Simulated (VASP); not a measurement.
# Be2CdTe3 (Cmc2_1) in VASP: relaxation of cell and atoms with PBE

Aim: the relaxation of cell and atoms of Be2CdTe3 with PBE.

All numbers are computed with VASP 6.6.1; they aren't measurements. Logs are shortened: lines on timing, memory, paths and dates and some standing lists are left out, and cuts for length are marked.

### 1 The cell of the first run

Symmetry: Cmc2_1, No. 36, orthorhombic system. Conventional cell: a = 12.619 Å, b = 7.268 Å, c = 6.926 Å, α = 90.00°, β = 90.00°, γ = 90.00°. Within 3.2 Å of Be (site symmetry 1) lie 4 Te at 2.46 to 2.49 Å. Within 3.7 Å of Cd (site symmetry m) lie 4 Te at 2.83 to 2.87 Å. Within 3.3 Å of Te (site symmetry 1) lie 3 Be at 2.46 to 2.49 Å and 1 Cd at 2.84 Å. Te (site symmetry m) has 2 Be at 2.46 Å and 2 Cd at 2.83 to 2.87 Å within 3.2 Å.

### 2 Relaxation of cell and atoms, PBE

The input, INCAR:

```
  ALGO = Normal
  EDIFF = 1E-6
  EDIFFG = -0.01
  ENCUT = 600
  GGA = PE
  IBRION = 2
  ISIF = 3
  ISMEAR = 0
  LASPH = True
  LCHARG = False
  LREAL = False
  LWAVE = False
  NELM = 100
  NSW = 100
  PREC = Accurate
  SIGMA = 0.02
```

The input, KPOINTS:

```
k-points
0
Gamma
  4 4 4
```

The input, POSCAR:

```
Be2CdTe3
1.0
    6.3093048433     -3.6338256178      0.0000000000
    6.3093048433      3.6338256178      0.0000000000
    0.0000000000      0.0000000000      6.9255144738
Be Cd Te
4 2 6
Direct
    0.1663493886      0.4909936664      0.5005517265
    0.4909936664      0.1663493886      0.0005517265
    0.8336506114      0.5090063336      0.0005517265
    0.5090063336      0.8336506114      0.5005517265
    0.1818792730      0.8181207270      0.0017752742
    0.8181207270      0.1818792730      0.5017752742
    0.1653785834      0.4610229253      0.8588392349
    0.5389770747      0.8346214166      0.8588392349
    0.7971463099      0.2028536901      0.9094428030
    0.4610229253      0.1653785834      0.3588392349
    0.8346214166      0.5389770747      0.3588392349
    0.2028536901      0.7971463099      0.4094428030
```

Potentials or basis: VASP PAW PBE potentials, release 64 (Be, Cd, Te).

Launch:

```sh
$ cat potpaw_PBE.64/Be/POTCAR potpaw_PBE.64/Cd/POTCAR potpaw_PBE.64/Te/POTCAR > POTCAR
$ mpirun -np 1 vasp_std > vasp.out
```

OUTCAR:

```text
EDIFF = 1E-6
   EDIFFG = -0.01
   ENCUT = 600
   GGA = PE
   IBRION = 2
   ISIF = 3
   ISMEAR = 0
   LASPH = True
   LREAL = False
   NELM = 100
   NSW = 100
   PREC = Accurate

 ion  position               nearest neighbor table
   1  0.166  0.491  0.501-  12 2.46  11 2.46  10 2.47   7 2.49
   2  0.491  0.166  0.001-   9 2.46   8 2.46   7 2.47  10 2.49
   3  0.834  0.509  0.001-   9 2.46   7 2.46   8 2.47  11 2.49
   4  0.509  0.834  0.501-  12 2.46  10 2.46  11 2.47   8 2.49
   5  0.182  0.818  0.002-  12 2.83   8 2.84   7 2.84   9 2.87
   6  0.818  0.182  0.502-   9 2.83  10 2.84  11 2.84  12 2.87
   7  0.165  0.461  0.859-   3 2.46   2 2.47   1 2.49   5 2.84
   8  0.539  0.835  0.859-   2 2.46   3 2.47   4 2.49   5 2.84
   9  0.797  0.203  0.909-   2 2.46   3 2.46   6 2.83   5 2.87
  10  0.461  0.165  0.359-   4 2.46   1 2.47   2 2.49   6 2.84
  11  0.835  0.539  0.359-   1 2.46   4 2.47   3 2.49   6 2.84
  12  0.203  0.797  0.409-   1 2.46   4 2.46   5 2.83   6 2.87

  LATTYP: Found a base centered orthorhombic cell.
 ALAT       =     7.2676512356
 B/A-ratio  =     1.7362706709
 C/A-ratio  =     0.9529233379

  Lattice vectors:

 A1 = (  -6.3093048433,  -3.6338256178,   0.0000000000)
 A2 = (   6.3093048433,  -3.6338256178,   0.0000000000)
 A3 = (   0.0000000000,   0.0000000000,   6.9255144738)

Analysis of symmetry for initial positions (statically):
=====================================================================
 Subroutine PRICEL returns:
 Original cell was already a primitive cell.

 Routine SETGRP: Setting up the symmetry group for a
 base centered orthorhombic supercell.

 Subroutine GETGRP returns: Found  4 space group operations
 (whereof  2 operations were pure point group operations)
 out of a pool of  8 trial point group operations.

The static configuration has the point symmetry C_1h.
 The point group associated with its full space group is C_2v.

Analysis of symmetry for dynamics (positions and initial velocities):
=====================================================================
 Subroutine PRICEL returns:
 Original cell was already a primitive cell.

 Routine SETGRP: Setting up the symmetry group for a
 base centered orthorhombic supercell.

 Subroutine GETGRP returns: Found  4 space group operations
 (whereof  2 operations were pure point group operations)
 out of a pool of  8 trial point group operations.

The dynamic configuration has the point symmetry C_1h.
 The point group associated with its full space group is C_2v.

 Subroutine INISYM returns: Found  4 space group operations
 (whereof  2 operations are pure point group operations),
 and found     1 'primitive' translations

----------------------------------------------------------------------------------------

                                     Primitive cell

  volume of cell :     317.5613

  direct lattice vectors                    reciprocal lattice vectors
     6.309304843 -3.633825618  0.000000000     0.079248033 -0.137596036  0.000000000
     6.309304843  3.633825618  0.000000000     0.079248033  0.137596036  0.000000000
     0.000000000  0.000000000  6.925514474     0.000000000  0.000000000  0.144393605

  length of vectors
     7.280935120  7.280935120  6.925514474     0.158785767  0.158785767  0.144393605

  position of ions in fractional coordinates (direct lattice)
     0.166349389  0.490993666  0.500551726
     0.490993666  0.166349389  0.000551726
     0.833650611  0.509006334  0.000551726
     0.509006334  0.833650611  0.500551726
     0.181879273  0.818120727  0.001775274
     0.818120727  0.181879273  0.501775274
     0.165378583  0.461022925  0.858839235
     0.538977075  0.834621417  0.858839235
     0.797146310  0.202853690  0.909442803
     0.461022925  0.165378583  0.358839235
     0.834621417  0.538977075  0.358839235
     0.202853690  0.797146310  0.409442803

  ion indices of the primitive-cell ions
   primitive index   ion index
                 1           1
                 2           2
                 3           3
                 4           4
                 5           5
                 6           6
                 7           7
                 8           8
                 9           9
                10          10
                11          11
                12          12

----------------------------------------------------------------------------------------

 KPOINTS: k-points

Automatic generation of k-mesh.
 Grid dimensions read from file:
 generate k-points for:    4    4    4

 Generating k-lattice:

  Cartesian coordinates                     Fractional coordinates (reciprocal lattice)
     0.019812008 -0.034399009  0.000000000     0.250000000  0.000000000  0.000000000
     0.019812008  0.034399009  0.000000000     0.000000000  0.250000000  0.000000000
     0.000000000  0.000000000  0.036098401     0.000000000  0.000000000  0.250000000

  Length of vectors
     0.039696442  0.039696442  0.036098401

  Shift w.r.t. Gamma in fractional coordinates (k-lattice)
     0.000000000  0.000000000  0.000000000

 Subroutine IBZKPT returns following result:
 ===========================================

 Found     21 irreducible k-points:

 Following reciprocal coordinates:
            Coordinates               Weight
  0.000000  0.000000  0.000000      1.000000
  0.250000  0.000000  0.000000      4.000000
  0.500000  0.000000  0.000000      2.000000
  0.250000  0.250000  0.000000      2.000000
  0.500000  0.250000  0.000000      4.000000
 -0.250000  0.250000  0.000000      2.000000
[... 13 lines left out ...]
 -0.250000  0.250000  0.500000      2.000000
  0.500000  0.500000  0.500000      1.000000
   k-points           NKPTS =     21   k-points in BZ     NKDIM =     21   number of bands    NBANDS=     41
   number of dos      NEDOS =    301   number of ions     NIONS =     12
   total plane-waves  NPLWV = 201600
   dimension x,y,z NGX =    60 NGY =   60 NGZ =   56
   dimension x,y,z NGXF=   120 NGYF=  120 NGZF=  112
   ions per type =               4   2   6
   NGX,Y,Z   is equivalent  to a cutoff of  13.70, 13.70, 13.44 a.u.
   NGXF,Y,Z  is equivalent  to a cutoff of  27.40, 27.40, 26.89 a.u.
 SYSTEM =  unknown system
   PREC   = accura    normal or accurate (medium, high low for compatibility)
   ISTART =      0    job   : 0-new  1-cont  2-samecut
   ICHARG =      2    charge: 1-file 2-atom 10-const
   ISPIN  =      1    spin polarized calculation?
   LNONCOLLINEAR =      F non collinear calculations
   LSORBIT =      F    spin-orbit coupling
   LASPH  =      T    aspherical Exc in radial PAW
   ENCUT  =  600.0 eV  44.10 Ry    6.64 a.u.  14.54 14.54 13.83*2*pi/ulx,y,z
   NELM   =    100;   NELMIN=  2; NELMDL= -5     # of ELM steps
   EDIFF  = 0.1E-05   stopping-criterion for ELM
   LREAL  =      F    real-space projection
   EDIFFG = -.1E-01   stopping-criterion for IOM
   NSW    =    100    number of steps for IOM
   IBRION =      2    ionic relax: 0-MD 1-quasi-New 2-CG
   NFREE  =      1    steps in history (QN), initial steepest desc. (CG)
   ISIF   =      3    stress and relaxation
   ISYM   =      2    0-nonsym 1-usesym 2-fastsym
   POTIM  = 0.5000    time-step for ionic-motion
   TEBEG  =    0.0;   TEEND  =   0.0 temperature during run
   PSTRESS=    0.0 pullay stress
   NELECT =      68.0000    total number of electrons
   NUPDOWN=      -1.0000    fix difference up-down
   EMIN   =  10.00;   EMAX   =-10.00  energy-range for DOS
   EFERMI =   0.00;   METHOD = LEGACY
   ISMEAR =     0;   SIGMA  =   0.02  broadening in eV -4-tet -1-fermi 0-gaus
   EFERMI_NEDOS =   21; number of points for ismear=-14 and -15
   IALGO  =     38    algorithm
   IMIX   =      4    mixing-type and parameters
     AMIX     =   0.40;   BMIX     =  1.00
     AMIX_MAG =   1.60;   BMIX_MAG =  1.00
  volume/ion in A,a.u.               =      26.46       178.58
  Fermi-wavevector in a.u.,A,eV,Ry     =   0.979419  1.850834 13.051550  0.959262
  Thomas-Fermi vector in A             =   2.110271
   LORBIT       =      0    0 simple, 1 ext, 2 COOP (PROOUT), +10 PAW based schemes
   GGA     = PE    functional components
   LHFCALC =     F    Hartree Fock is set to
   AEXX    =    0.0000 exact exchange contribution
   IVDW    =     0    specifies the selected vdW correction
   LEPSILON=     F    determine dielectric tensor
   LRPA    =     F    only Hartree local field effects (RPA)
 conjugate gradient relaxation of ions
 non-spin polarized calculation
 Gauss-broadening in eV      SIGMA  =   0.02
  energy-cutoff  :      600.00
  volume of cell :      317.56
 maximum number of plane-waves:     10680
 NGX is ok and might be reduce to    60
   NGX = 29   NGY = 29   NGZ = 27

--------------------------------------- Ionic step        1  -------------------------------------------

 number of electron      68.0000004 magnetization

 Free energy of the ion-electron system (eV)
  ---------------------------------------------------
  ext. energy  EPLUGINS =         0.00000000
  ---------------------------------------------------
  free energy    TOTEN  =       -39.82103414 eV

  energy without entropy =      -39.82103414  energy(sigma->0) =      -39.82103414

------------------------ aborting loop because EDIFF is reached ----------------------------------------

  FORCE on cell =-STRESS in cart. coord.  units (eV):
  Direction    XX          YY          ZZ          XY          YZ          ZX
  --------------------------------------------------------------------------------------
  -------------------------------------------------------------------------------------
  Total        0.2117133      0.5164968     -0.3756987      0.0000000      0.0000000      0.0000000
  in kB        1.0681471      2.6058571     -1.8954951      0.0000000      0.0000000      0.0000000
  external PRESSURE =       0.5928363 kB  Pullay stress =       0.0000000 kB
[... 119 lines left out ...]
  FREE ENERGIE OF THE ION-ELECTRON SYSTEM (eV)
  ---------------------------------------------------
  free  energy   TOTEN  =       -39.8250326413 eV

  energy  without entropy=      -39.8250326413  energy(sigma->0) =      -39.82503264

[... ionic steps 4 to 13 ...]

--------------------------------------- Ionic step       14  -------------------------------------------

 number of electron      68.0000009 magnetization

------------------------ aborting loop because EDIFF is reached ----------------------------------------

  FORCE on cell =-STRESS in cart. coord.  units (eV):
  Direction    XX          YY          ZZ          XY          YZ          ZX
  --------------------------------------------------------------------------------------
  -------------------------------------------------------------------------------------
  Total        0.0005679     -0.0233267     -0.0542713      0.0000000      0.0000000      0.0000000
  in kB        0.0028615     -0.1175389     -0.2734632      0.0000000      0.0000000      0.0000000
  external PRESSURE =      -0.1293802 kB  Pullay stress =       0.0000000 kB
[... 77 lines left out ...]
  energy  without entropy=      -39.8294031190  energy(sigma->0) =      -39.82940312

--------------------------------------- Ionic step       16  -------------------------------------------

 number of electron      68.0000008 magnetization

 Free energy of the ion-electron system (eV)
  ---------------------------------------------------
  ext. energy  EPLUGINS =         0.00000000
  ---------------------------------------------------
  free energy    TOTEN  =       -39.82950790 eV

  energy without entropy =      -39.82950790  energy(sigma->0) =      -39.82950790

 E-fermi :   3.9315     XC(G=0):  -8.8609

 val. band max:        3.8295255261   @ k =   0.0000   0.0000   0.0000
 cond. band min:       5.7760983841   @ k =   0.5000   0.0000   0.0000
 fundamental gap:      1.9465728581
 Fermi energy:         3.9315022181

 k-point     1 :       0.0000    0.0000    0.0000
  band No.  band energies     occupation
      1      -7.9466      2.00000
      2      -7.0333      2.00000
      3      -6.7090      2.00000
      4      -6.7079      2.00000
      5      -6.6937      2.00000
      6      -6.6886      2.00000
[... 952 lines left out ...]
  FREE ENERGIE OF THE ION-ELECTRON SYSTEM (eV)
  ---------------------------------------------------
  free  energy   TOTEN  =       -39.8295078980 eV

  energy  without entropy=      -39.8295078980  energy(sigma->0) =      -39.82950790

 reached required accuracy - stopping structural energy minimisation
```

Run time: 57 min. Hardware: 1 thread of Oxide Virtual Turin-like, shared host; peak memory 0.69 GiB.

Results:

```
Free energy                           : -39.8295 eV
Relaxed volume                        : 26.49 Å³/atom
Relaxed cell                          : a = 7.292 Å, b = 7.292 Å, c = 6.897 Å, α = 90.00°, β = 90.00°, γ = 60.08°
Space group after relaxing (to 0.1 Å) : Cmc2_1 (No. 36)
Energy gained by relaxing             : 0.7 meV/atom
Ionic steps                           : 16
Pressure after relaxing               : 0.0 GPa
Largest force after relaxing          : 0.009 eV/Å
Band gap on the k mesh                : 1.95 eV (least direct gap 1.98 eV)
```

Forces on the atoms (eV/Å):
```
Be   0.004 -0.007 -0.003
Be   0.004  0.007 -0.003
Be  -0.004  0.007 -0.003
Be  -0.004 -0.007 -0.003
Cd   0.000 -0.002 -0.006
Cd   0.000  0.002 -0.006
Te  -0.007  0.001  0.002
Te   0.007  0.001  0.002
Te   0.000 -0.002  0.008
Te  -0.007 -0.001  0.002
Te   0.007 -0.001  0.002
Te   0.000  0.002  0.008
```

Step by step:
```tsv
step	energy change (eV)	largest force (eV/Å)	pressure (GPa)	volume (Å³)
1	0.0000	0.0806	0.06	317.56
2	-0.0026	0.0721	-0.01	318.01
3	-0.0040	0.0622	-0.10	318.58
4	-0.0056	0.0411	0.01	317.86
5	-0.0058	0.0359	0.06	317.54
6	-0.0062	0.0327	0.00	317.90
7	-0.0064	0.0407	-0.07	318.37
8	-0.0067	0.0375	-0.06	318.29
9	-0.0074	0.0285	-0.03	318.06
10	-0.0075	0.0299	0.04	317.60
11	-0.0076	0.0246	0.01	317.80
12	-0.0079	0.0192	0.01	317.78
13	-0.0081	0.0154	0.02	317.74
14	-0.0084	0.0126	-0.01	317.97
15	-0.0084	0.0128	-0.03	318.09
16	-0.0085	0.0086	0.01	317.83
```

Final structure:
```yaml
crystal:
  lattice:
    - [6.31199, -3.65040, 0.00000]
    - [6.31199, 3.65040, 0.00000]
    - [0.00000, 0.00000, 6.89706]
  atoms:
    - { symbol: Be, position: [0.16830, 0.48744, 0.50034] }
    - { symbol: Be, position: [0.48744, 0.16830, 0.00034] }
    - { symbol: Be, position: [0.83170, 0.51256, 0.00034] }
    - { symbol: Be, position: [0.51256, 0.83170, 0.50034] }
    - { symbol: Cd, position: [0.17433, 0.82567, 0.00004] }
    - { symbol: Cd, position: [0.82567, 0.17433, 0.50004] }
    - { symbol: Te, position: [0.16403, 0.46303, 0.85966] }
    - { symbol: Te, position: [0.53697, 0.83597, 0.85966] }
    - { symbol: Te, position: [0.79275, 0.20725, 0.90997] }
    - { symbol: Te, position: [0.46303, 0.16403, 0.35966] }
    - { symbol: Te, position: [0.83597, 0.53697, 0.35966] }
    - { symbol: Te, position: [0.20725, 0.79275, 0.40997] }
```

Caveat: spin-orbit coupling is left out, which moves the levels of the heavy elements. A k mesh can miss the band edges.
